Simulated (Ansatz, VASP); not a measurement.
**Two plane-wave programs on Sb**

```
Sb
1.0
     3.06165    0.00000    0.00000
     0.00000    3.06165    0.00000
     0.00000    0.00000    3.06165
Sb
1
Direct
  0.00000 0.00000 0.00000
```

Alike in both runs: task single point; functional PBEsol; k mesh 20 × 20 × 20; occupations gaussian, width 0.1 eV; no spin polarisation.

```csv
,VASP,Ansatz
version,VASP 6.6.1,Ansatz 0.2.0
potentials or method,"VASP PAW PBE potentials, release 64 (Sb), cutoff 500 eV","scalar-relativistic, plane waves, PAW"
valence electrons in the cell,5,15
```

Ansatz gave:

```
gap on the k mesh at the Fermi level (eV) : none
pressure (GPa)                            : -0.1
```

Q: What did VASP give for the same quantities?

A: gap on the k mesh at the Fermi level (eV): none; pressure (GPa): 0.0.

VASP's potentials were made for PBE, not for PBEsol, and Ansatz warns of the same on its side. A gap of «none» marks a metal or a gap that the smearing closes. VASP's potentials hold 5 valence electrons a cell and Ansatz's 15, so a difference there can come from the potentials and not from the codes.

Neither program's run includes spin-orbit coupling.
